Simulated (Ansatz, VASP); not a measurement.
## CdS in VASP and in Ansatz

```
CELL_PARAMETERS angstrom
0.00000 2.88043 2.88043
2.88043 0.00000 2.88043
2.88043 2.88043 0.00000
ATOMIC_POSITIONS crystal
Cd 0.00000 0.00000 0.00000
S 0.25000 0.25000 0.25000
```

Change from the starting cell: hydrostatic strain -2.0%.

Alike in both runs: task single point; functional r2SCAN; k mesh 8 × 8 × 8; occupations fermi-dirac, width 0.02 eV; non-collinear spin, spin-orbit coupling.

|  | VASP | Ansatz |
| --- | --- | --- |
| version | VASP 6.6.1 | Ansatz 0.2.0 |
| potentials or method | VASP PAW PBE potentials, release 64 (Cd, S) | plane waves, PAW |
| plane-wave cutoff (eV) | 520 | 500 |
| valence electrons in the cell | 18 | 26 |

VASP gave:

- pressure (GPa): 4.5
- net moment per atom (μB): 0.00

**Question.** Which values does Ansatz return?

**Answer.** Pressure (GPa): 4.1; net moment per atom (μB): 0.00.

VASP's potentials were made for PBE, not for r2SCAN. The functional is the same, so the differences come from potentials, cutoffs and numerics. VASP's potentials hold 18 valence electrons a cell and Ansatz's 26, so a difference there can come from the potentials and not from the codes.
